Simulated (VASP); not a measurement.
Here is a VASP 6.6.1 calculation.

INCAR

```
SYSTEM = Cu
PREC = Accurate
ENCUT = 520
EDIFF = 1E-6
ISMEAR = -1
SIGMA = 0.05
LREAL = .False.
LASPH = .True.
NELM = 60
ALGO = Normal
ISIF = 2
LWAVE = .False.
LCHARG = .False.
GGA = PE
NBANDS = 18
```

KPOINTS

```
Automatic mesh
0
Gamma
  14 14 14
  0 0 0
```

The input POSCAR:

```
Cu
1.0
    0.0000000000      2.4004991475      2.4004991475
    2.4004991475      0.0000000000      2.4004991475
    2.4004991475      2.4004991475      0.0000000000
Cu
2
Direct
    0.0000000000      0.0000000000      0.0000000000
    0.2500000000      0.2500000000      0.2500000000
```

Potentials or basis: VASP PAW PBE potentials, release 64 (Cu).

The run is started by

```console
$ cat potpaw_PBE.64/Cu/POTCAR > POTCAR
$ mpirun -np 1 vasp_std > vasp.out
```

Q: Predict the band gap on the k mesh.

A: Zero (band 11 reaches 6.76 eV, above the bottom of band 12 at 5.64 eV).

Q: Predict the pressure.

A: 40.1 GPa.
